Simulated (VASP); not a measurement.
# Ti3Al (Fm-3m) in VASP: a series of runs

Ti3Al is run at these levels: r2SCAN; tasks: single point, relaxation of cell and atoms.

All numbers are computed with VASP 6.6.1; they aren't measurements. Logs are shortened: lines on timing, memory, paths and dates and some standing lists are left out, and cuts for length are marked.

### 1 The cell of the first run

It takes space group Fm-3m (No. 225, cubic). The conventional cell has a = 6.425 Å, b = 6.425 Å, c = 6.425 Å, α = 90.00°, β = 90.00°, γ = 90.00°. Within 3.7 Å of Ti (site symmetry -43m) lie 10 Ti at 2.78 to 3.21 Å and 4 Al at 2.78 Å. Within 3.7 Å of Ti (site symmetry m-3m) lie 8 Ti at 2.78 Å and 6 Al at 3.21 Å. Within 3.7 Å of Al (site symmetry m-3m) lie 14 Ti at 2.78 to 3.21 Å.

### 2 Single point, r2SCAN

POSCAR reads:

```
Ti3Al
1.0
    0.0000000000      3.2127421569      3.2127421569
    3.2127421569      0.0000000000      3.2127421569
    3.2127421569      3.2127421569      0.0000000000
Ti Al
3 1
Direct
    0.7500000000      0.7500000000      0.7500000000
    0.2500000000      0.2500000000      0.2500000000
    0.0000000000      0.0000000000      0.0000000000
    0.5000000000      0.5000000000      0.5000000000
```

INCAR.step1 reads:

```
SYSTEM = Ti3Al
ALGO = Normal ; EDIFF = 1E-4
ENCUT = 520 ; GGA = PE
ISMEAR = 0 ; LASPH = .True.
LCHARG = .False. ; LREAL = .False.
LWAVE = .True. ; NBANDS = 28
NELM = 100 ; PREC = Accurate
SIGMA = 0.1
```

INCAR.step2 reads:

```
SYSTEM = Ti3Al
ALGO = Normal ; EDIFF = 1E-7
ENCUT = 520 ; ISIF = 2
ISMEAR = 0 ; ISTART = 1
LASPH = .True. ; LCHARG = .False.
LMIXTAU = .True. ; LREAL = .False.
LWAVE = .False. ; METAGGA = R2SCAN
NBANDS = 28 ; NELM = 100
PREC = Accurate ; SIGMA = 0.1
```

KPOINTS reads:

```
k-points
0
Gamma
  12 12 12
  0 0 0
```

Potentials or basis: VASP PAW PBE potentials, release 64 (Ti_sv, Al).

Started as:

```
$ cat potpaw_PBE.64/Ti_sv/POTCAR potpaw_PBE.64/Al/POTCAR > POTCAR
$ cp INCAR.step1 INCAR
$ mpirun -np 1 vasp_std > vasp.out
$ cp INCAR.step2 INCAR
$ mpirun -np 1 vasp_std > vasp.out
```

OUTCAR:

```text
SYSTEM = Ti3Al
   EDIFF = 1E-7
   ENCUT = 520
   ISIF = 2
   ISMEAR = 0
   ISTART = 1
   LASPH = .True.
   LREAL = .False.
   METAGGA = R2SCAN
   NELM = 100
   PREC = Accurate

 ion  position               nearest neighbor table
   1  0.750  0.750  0.750-   3 2.78   4 2.78   4 2.78   4 2.78   4 2.78   3 2.78   3 2.78   3 2.78

   2  0.250  0.250  0.250-   3 2.78   4 2.78   3 2.78   3 2.78   3 2.78   4 2.78   4 2.78   4 2.78

   3  0.000  0.000  0.000-   1 2.78   2 2.78   1 2.78   1 2.78   1 2.78   2 2.78   2 2.78   2 2.78

   4  0.500  0.500  0.500-   1 2.78   2 2.78   2 2.78   2 2.78   2 2.78   1 2.78   1 2.78   1 2.78

  LATTYP: Found a face centered cubic cell.
 ALAT       =     6.4254843138

  Lattice vectors:

 A1 = (   0.0000000000,   3.2127421569,   3.2127421569)
 A2 = (   3.2127421569,   0.0000000000,   3.2127421569)
 A3 = (   3.2127421569,   3.2127421569,   0.0000000000)

Analysis of symmetry for initial positions (statically):
=====================================================================
 Subroutine PRICEL returns:
 Original cell was already a primitive cell.

 Routine SETGRP: Setting up the symmetry group for a
 face centered cubic supercell.

 Subroutine GETGRP returns: Found 48 space group operations
 (whereof 48 operations were pure point group operations)
 out of a pool of 48 trial point group operations.

The static configuration has the point symmetry O_h .

Analysis of symmetry for dynamics (positions and initial velocities):
=====================================================================
 Subroutine PRICEL returns:
 Original cell was already a primitive cell.

 Routine SETGRP: Setting up the symmetry group for a
 face centered cubic supercell.

 Subroutine GETGRP returns: Found 48 space group operations
 (whereof 48 operations were pure point group operations)
 out of a pool of 48 trial point group operations.

The dynamic configuration has the point symmetry O_h .

 Subroutine INISYM returns: Found 48 space group operations
 (whereof 48 operations are pure point group operations),
 and found     1 'primitive' translations

----------------------------------------------------------------------------------------

                                     Primitive cell

  volume of cell :      66.3220

  direct lattice vectors                    reciprocal lattice vectors
     0.000000000  3.212742157  3.212742157    -0.155630292  0.155630292  0.155630292
     3.212742157  0.000000000  3.212742157     0.155630292 -0.155630292  0.155630292
     3.212742157  3.212742157  0.000000000     0.155630292  0.155630292 -0.155630292

  length of vectors
     4.543503531  4.543503531  4.543503531     0.269559573  0.269559573  0.269559573

  position of ions in fractional coordinates (direct lattice)
     0.750000000  0.750000000  0.750000000
     0.250000000  0.250000000  0.250000000
     0.000000000  0.000000000  0.000000000
     0.500000000  0.500000000  0.500000000

  ion indices of the primitive-cell ions
   primitive index   ion index
                 1           1
                 2           2
                 3           3
                 4           4

----------------------------------------------------------------------------------------

 KPOINTS: k-points

Automatic generation of k-mesh.
 Grid dimensions read from file:
 generate k-points for:   12   12   12

 Generating k-lattice:

  Cartesian coordinates                     Fractional coordinates (reciprocal lattice)
    -0.012969191  0.012969191  0.012969191     0.083333333  0.000000000  0.000000000
     0.012969191 -0.012969191  0.012969191     0.000000000  0.083333333  0.000000000
     0.012969191  0.012969191 -0.012969191     0.000000000  0.000000000  0.083333333

  Length of vectors
     0.022463298  0.022463298  0.022463298

  Shift w.r.t. Gamma in fractional coordinates (k-lattice)
     0.000000000  0.000000000  0.000000000

 Subroutine IBZKPT returns following result:
 ===========================================

 Found     72 irreducible k-points:

 Following reciprocal coordinates:
            Coordinates               Weight
  0.000000  0.000000  0.000000      1.000000
  0.083333  0.000000  0.000000      8.000000
  0.166667  0.000000  0.000000      8.000000
  0.250000  0.000000  0.000000      8.000000
  0.333333  0.000000  0.000000      8.000000
  0.416667  0.000000  0.000000      8.000000
[... 16 lines left out ...]
  0.500000  0.166667  0.000000     24.000000
 -0.416667  0.166667  0.000000     24.000000
 [... further k-points ...]
   k-points           NKPTS =     72   k-points in BZ     NKDIM =     72   number of bands    NBANDS=     28
   number of dos      NEDOS =    301   number of ions     NIONS =      4
   total plane-waves  NPLWV =  46656
   dimension x,y,z NGX =    36 NGY =   36 NGZ =   36
   dimension x,y,z NGXF=    72 NGYF=   72 NGZF=   72
   ions per type =               3   1
   NGX,Y,Z   is equivalent  to a cutoff of  13.17, 13.17, 13.17 a.u.
   NGXF,Y,Z  is equivalent  to a cutoff of  26.34, 26.34, 26.34 a.u.
 SYSTEM =  Ti3Al
   PREC   = accura    normal or accurate (medium, high low for compatibility)
   ISTART =      1    job   : 0-new  1-cont  2-samecut
   ICHARG =      0    charge: 1-file 2-atom 10-const
   ISPIN  =      1    spin polarized calculation?
   LNONCOLLINEAR =      F non collinear calculations
   LSORBIT =      F    spin-orbit coupling
   LASPH  =      T    aspherical Exc in radial PAW
   ENCUT  =  520.0 eV  38.22 Ry    6.18 a.u.   8.45  8.45  8.45*2*pi/ulx,y,z
   NELM   =    100;   NELMIN=  2; NELMDL=  0     # of ELM steps
   EDIFF  = 0.1E-06   stopping-criterion for ELM
   LREAL  =      F    real-space projection
   EDIFFG = 0.1E-05   stopping-criterion for IOM
   NSW    =      0    number of steps for IOM
   IBRION =     -1    ionic relax: 0-MD 1-quasi-New 2-CG
   NFREE  =      0    steps in history (QN), initial steepest desc. (CG)
   ISIF   =      2    stress and relaxation
   ISYM   =      2    0-nonsym 1-usesym 2-fastsym
   POTIM  = 0.5000    time-step for ionic-motion
   TEBEG  =    0.0;   TEEND  =   0.0 temperature during run
   PSTRESS=    0.0 pullay stress
   NELECT =      39.0000    total number of electrons
   NUPDOWN=      -1.0000    fix difference up-down
   EMIN   =  10.00;   EMAX   =-10.00  energy-range for DOS
   EFERMI =   0.00;   METHOD = LEGACY
   ISMEAR =     0;   SIGMA  =   0.10  broadening in eV -4-tet -1-fermi 0-gaus
   EFERMI_NEDOS =   21; number of points for ismear=-14 and -15
   IALGO  =     38    algorithm
   IMIX   =      4    mixing-type and parameters
     AMIX     =   0.40;   BMIX     =  1.00
     AMIX_MAG =   1.60;   BMIX_MAG =  1.00
  volume/ion in A,a.u.               =      16.58       111.89
  Fermi-wavevector in a.u.,A,eV,Ry     =   1.371546  2.591847 25.594456  1.881139
  Thomas-Fermi vector in A             =   2.497233
   LORBIT       =      0    0 simple, 1 ext, 2 COOP (PROOUT), +10 PAW based schemes
   METAGGA = R2SCAN    functional components
   LHFCALC =     F    Hartree Fock is set to
   AEXX    =    0.0000 exact exchange contribution
   IVDW    =     0    specifies the selected vdW correction
   LEPSILON=     F    determine dielectric tensor
   LRPA    =     F    only Hartree local field effects (RPA)
 non-spin polarized calculation
 Gauss-broadening in eV      SIGMA  =   0.10
  energy-cutoff  :      520.00
  volume of cell :       66.32
 maximum number of plane-waves:      1820
 NGX is ok and might be reduce to    36
   NGX = 17   NGY = 17   NGZ = 17

 number of electron      39.0000012 magnetization

 Free energy of the ion-electron system (eV)
  ---------------------------------------------------
  ext. energy  EPLUGINS =         0.00000000
  ---------------------------------------------------
  free energy    TOTEN  =       -46.21081010 eV

  energy without entropy =      -46.17199397  energy(sigma->0) =      -46.19140203

 E-fermi :   8.2798     XC(G=0): -12.1965

 val. band max:        8.2794345378   @ k =   0.4167   0.3333   0.0833
 cond. band min:       8.2856367309   @ k =   0.4167   0.0833   0.0000
 fundamental gap:      0.0062021931
 Fermi energy:         8.2798349701

 k-point     1 :       0.0000    0.0000    0.0000
  band No.  band energies     occupation
      1     -50.6635      2.00000
      2     -50.5889      2.00000
      3     -50.3509      2.00000
      4     -25.9109      2.00000
      5     -25.9109      2.00000
      6     -25.9109      2.00000
[... 20 lines left out ...]
     27      11.5686      0.00000
     28      11.5686      0.00000

 k-point     2 :       0.0833    0.0000    0.0000
  band No.  band energies     occupation
      1     -50.6614      2.00000
      2     -50.5896      2.00000
      3     -50.3524      2.00000
      4     -25.9424      2.00000
      5     -25.9274      2.00000
      6     -25.9274      2.00000
[... 20 lines left out ...]
     27      11.5891      0.00000
     28      11.5891      0.00000

 k-point     3 :       0.1667    0.0000    0.0000
  band No.  band energies     occupation
      1     -50.6552      2.00000
      2     -50.5915      2.00000
      3     -50.3567      2.00000
      4     -25.9683      2.00000
      5     -25.9484      2.00000
      6     -25.9484      2.00000
[... 20 lines left out ...]
     27      11.5998      0.00000
     28      11.5998      0.00000

 k-point     4 :       0.2500    0.0000    0.0000
  band No.  band energies     occupation
      1     -50.6461      2.00000
      2     -50.5948      2.00000
      3     -50.3627      2.00000
      4     -25.9799      2.00000
      5     -25.9673      2.00000
      6     -25.9673      2.00000
[... 20 lines left out ...]
     27      11.5474      0.00000
     28      11.5474      0.00000

 k-point     5 :       0.3333    0.0000    0.0000
  band No.  band energies     occupation
      1     -50.6355      2.00000
      2     -50.5992      2.00000
      3     -50.3691      2.00000
      4     -25.9822      2.00000
      5     -25.9821      2.00000
      6     -25.9771      2.00000
[... 20 lines left out ...]
     27      11.4515      0.00000
     28      11.4515      0.00000

 k-point     6 :       0.4167    0.0000    0.0000
  band No.  band energies     occupation
      1     -50.6251      2.00000
      2     -50.6047      2.00000
      3     -50.3739      2.00000
      4     -25.9917      2.00000
      5     -25.9916      2.00000
      6     -25.9650      2.00000
[... 463 lines left out ...]
      5     -26.0165      2.00000
      6     -25.9398      2.00000
[... 20 lines left out ...]
     27      11.4683      0.00000
     28      11.5512      0.00000

 k-point    22 :       0.4167    0.1667    0.0000
  band No.  band energies     occupation
      1     -50.6276      2.00000
      2     -50.6014      2.00000
      3     -50.3748      2.00000
      4     -26.0281      2.00000
      5     -26.0163      2.00000
      6     -25.9525      2.00000
[... 20 lines left out ...]
     27      11.3726      0.00000
     28      11.4123      0.00000

 k-point    23 :       0.5000    0.1667    0.0000
  band No.  band energies     occupation
      1     -50.6190      2.00000
      2     -50.6065      2.00000
      3     -50.3784      2.00000
      4     -26.0259      2.00000
      5     -26.0149      2.00000
      6     -25.9565      2.00000
[... 20 lines left out ...]
     27      11.2865      0.00000
     28      11.3892      0.00000

 k-point    24 :      -0.4167    0.1667    0.0000
  band No.  band energies     occupation
      1     -50.6167      2.00000
      2     -50.6083      2.00000
      3     -50.3789      2.00000
      4     -26.0160      2.00000
      5     -26.0160      2.00000
      6     -25.9596      2.00000
[... 20 lines left out ...]
     27      11.3946      0.00000
     28      11.3964      0.00000

 [... further k-points ...]

------------------------ aborting loop because EDIFF is reached ----------------------------------------

  FORCE on cell =-STRESS in cart. coord.  units (eV):
  Direction    XX          YY          ZZ          XY          YZ          ZX
  --------------------------------------------------------------------------------------
  -------------------------------------------------------------------------------------
  Total        0.1115615      0.1115615      0.1115615      0.0000000      0.0000000      0.0000000
  in kB        2.6950530      2.6950530      2.6950530      0.0000000      0.0000000      0.0000000
  external PRESSURE =       2.6950530 kB  Pullay stress =       0.0000000 kB

 VOLUME and BASIS-vectors are now :
 -----------------------------------------------------------------------------
  energy-cutoff  :      520.00
  volume of cell :       66.32
      direct lattice vectors                 reciprocal lattice vectors
     0.000000000  3.212742157  3.212742157    -0.155630292  0.155630292  0.155630292
     3.212742157  0.000000000  3.212742157     0.155630292 -0.155630292  0.155630292
     3.212742157  3.212742157  0.000000000     0.155630292  0.155630292 -0.155630292

 POSITION                                       TOTAL-FORCE (eV/Angst)
 -----------------------------------------------------------------------------------
      4.81911      4.81911      4.81911         0.000000      0.000000      0.000000
      1.60637      1.60637      1.60637        -0.000000     -0.000000     -0.000000
      0.00000      0.00000      0.00000         0.000000      0.000000      0.000000
      3.21274      3.21274      3.21274         0.000000      0.000000      0.000000
 -----------------------------------------------------------------------------------
    total drift:                                0.000000      0.000000      0.000000

  FREE ENERGIE OF THE ION-ELECTRON SYSTEM (eV)
  ---------------------------------------------------
  free  energy   TOTEN  =       -46.2108100952 eV

  energy  without entropy=      -46.1719939722  energy(sigma->0) =      -46.19140203
```

Wall time 9.5 min (1 thread of Intel Xeon Platinum 8259CL at 2.50GHz (Skylake/Cascade Lake), shared host); peak memory 0.29 GiB.

Results:

* Free energy: -46.2108 eV
* Pressure: 0.3 GPa
* Band gap on the k mesh: zero (an odd number of electrons rules out a gap without spin polarisation)

Levels at points of the mesh, in eV from the Fermi level:
| k point | band 15 | band 16 | band 17 | band 18 | band 19 | band 20 | band 21 | band 22 | band 23 | band 24 |
| --- | --- | --- | --- | --- | --- | --- | --- | --- | --- | --- |
| (0.00, 0.00, 0.00) | -1.80 | -1.80 | -1.78 | -1.78 | -0.02 | -0.02 | -0.02 | 2.49 | 2.49 | 2.49 |
| (0.50, 0.00, 0.00) | -2.03 | -2.03 | -0.32 | -0.29 | -0.29 | -0.11 | -0.11 | 0.92 | 1.14 | 1.14 |
| (0.50, 0.50, 0.00) | -2.10 | -2.08 | -0.78 | -0.78 | -0.14 | -0.03 | -0.03 | 1.28 | 1.36 | 1.36 |

Caveat: the PAW data sets were made with another functional, which shifts forces and pressure a little.

### 3 Relaxation of cell and atoms, r2SCAN

This run uses another cell than the first one, of 16.88 Å³/atom.

POSCAR reads:

```
Ti3Al
1.0
    0.0000000000      3.2317810000      3.2317810000
    3.2317810000      0.0000000000      3.2317810000
    3.2317810000      3.2317810000      0.0000000000
Ti Al
3 1
Direct
    0.7500000000      0.7500000000      0.7500000000
    0.2500000000      0.2500000000      0.2500000000
    0.0000000000      0.0000000000      0.0000000000
    0.5000000000      0.5000000000      0.5000000000
```

INCAR.step1 reads:

```
ALGO = Normal ; EDIFF = 1E-4
ENCUT = 600 ; GGA = PE
ISMEAR = 0 ; LASPH = T
LCHARG = F ; LREAL = F
LWAVE = T ; NELM = 100
PREC = Accurate ; SIGMA = 0.1
```

INCAR.step2 reads:

```
ALGO = Normal ; EDIFF = 1E-6
EDIFFG = -0.002 ; ENCUT = 600
IBRION = 2 ; ISIF = 3
ISMEAR = 0 ; ISTART = 1
LASPH = T ; LCHARG = F
LMIXTAU = T ; LREAL = F
LWAVE = F ; METAGGA = R2SCAN
NELM = 100 ; NSW = 100
PREC = Accurate ; SIGMA = 0.1
```

KPOINTS reads:

```
k-points
0
Gamma
  12 12 12
```

Potentials or basis: VASP PAW PBE potentials, release 64 (Ti_sv, Al).

Started as:

```
$ cat potpaw_PBE.64/Ti_sv/POTCAR potpaw_PBE.64/Al/POTCAR > POTCAR
$ cp INCAR.step1 INCAR
$ mpirun -np 1 vasp_std > vasp.out
$ cp INCAR.step2 INCAR
$ mpirun -np 1 vasp_std > vasp.out
```

It took 75 min on 1 thread of Oxide Virtual Turin-like, shared host; peak memory 0.31 GiB.

Results (log left out):

```
Free energy                           : -46.2105 eV
Relaxed volume                        : 16.62 Å³/atom
Relaxed cell                          : a = 4.547 Å, b = 4.547 Å, c = 4.547 Å, α = 60.00°, β = 60.00°, γ = 60.00°
Space group after relaxing (to 0.1 Å) : Fm-3m (No. 225)
Energy gained by relaxing             : 1.4 meV/atom
Ionic steps                           : 17
Pressure after relaxing               : 0.0 GPa
Band gap on the k mesh                : zero (an odd number of electrons rules out a gap without spin polarisation)
```

Step by step:
| step | energy change (eV) | largest force (eV/Å) | pressure (GPa) | volume (Å³) |
| --- | --- | --- | --- | --- |
| 1 | 0.0000 | 0.0000 | -1.79 | 67.51 |
| 2 | -0.0022 | 0.0000 | 1.46 | 65.69 |
| 3 | -0.0058 | 0.0000 | 0.02 | 66.48 |
| 4 | -0.0058 | 0.0000 | -0.03 | 66.51 |
| 5 | -0.0058 | 0.0000 | -0.03 | 66.50 |
| 6 | -0.0058 | 0.0000 | -0.04 | 66.50 |
| 7 | -0.0058 | 0.0000 | -0.04 | 66.50 |
| 8 | -0.0058 | 0.0000 | -0.04 | 66.50 |
| 9 | -0.0058 | 0.0000 | -0.04 | 66.50 |
| 10 | -0.0058 | 0.0000 | -0.05 | 66.50 |
| 11 | -0.0058 | 0.0000 | -0.05 | 66.50 |
| 12 | -0.0058 | 0.0000 | -0.05 | 66.50 |
| 13 | -0.0058 | 0.0000 | -0.05 | 66.50 |
| 14 | -0.0058 | 0.0000 | -0.04 | 66.50 |
| 15 | -0.0058 | 0.0000 | -0.04 | 66.50 |
| 16 | -0.0058 | 0.0000 | -0.02 | 66.49 |
| 17 | -0.0058 | 0.0000 | -0.02 | 66.47 |

Final structure:
```
Ti Al
1.0
     0.00000    3.21518    3.21518
     3.21518    0.00000    3.21518
     3.21518    3.21518    0.00000
Ti Al
3 1
Cartesian
  4.8228 4.8228 4.8228
  1.6076 1.6076 1.6076
  3.2152 0.0000 3.2152
  3.2152 3.2152 3.2152
```

Levels at points of the mesh, in eV from the Fermi level:
| k point | band 16 | band 17 | band 18 | band 19 | band 20 | band 21 | band 22 | band 23 |
| --- | --- | --- | --- | --- | --- | --- | --- | --- |
| (0.00, 0.00, 0.00) | -1.79 | -1.78 | -1.78 | -0.02 | -0.02 | -0.02 | 2.48 | 2.48 |
| (0.50, 0.00, 0.00) | -2.03 | -0.32 | -0.29 | -0.29 | -0.11 | -0.11 | 0.91 | 1.14 |
| (0.50, 0.50, 0.00) | -2.08 | -0.79 | -0.79 | -0.14 | -0.03 | -0.03 | 1.28 | 1.35 |

Caveat: the PAW data sets were made with another functional, which shifts forces and pressure a little.
